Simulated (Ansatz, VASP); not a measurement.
TiS2 in VASP and in Ansatz

```
Ti S
1.0
     3.41200    0.00000    0.00000
    -1.70600    2.95488    0.00000
     0.00000    0.00000    5.69500
Ti S
1 2
Direct
  0.00000 0.00000 0.00000
  0.33333 0.66667 0.25000
  0.66667 0.33333 0.75000
```

Alike in both runs: task relaxation of cell and atoms; functional PBE; dispersion D3(BJ); k mesh 18 × 18 × 8; occupations gaussian, width 0.1 eV; no spin polarisation.

|  | VASP | Ansatz |
| --- | --- | --- |
| version | VASP 6.6.1 | Ansatz 0.2.0 |
| potentials or method | VASP PAW PBE potentials, release 64 (Ti_sv, S), cutoff 500 eV | scalar-relativistic, plane waves, PAW |
| valence electrons in the cell | 24 | 24 |

|  | VASP | Ansatz | Ansatz less VASP |
| --- | --- | --- | --- |
| gap on the k mesh at the Fermi level, each at its own relaxed structure (eV) | none | none | - |
| relaxed volume (Å³/atom) | 17.99 | 18.01 | +0.024 |
| relaxed cell length with the largest relative difference (Å) | 5.516 | 5.524 | +0.0074 |

A gap of «none» marks a metal or a gap that the smearing closes. Ansatz's warnings: structure snapped to symmetry.
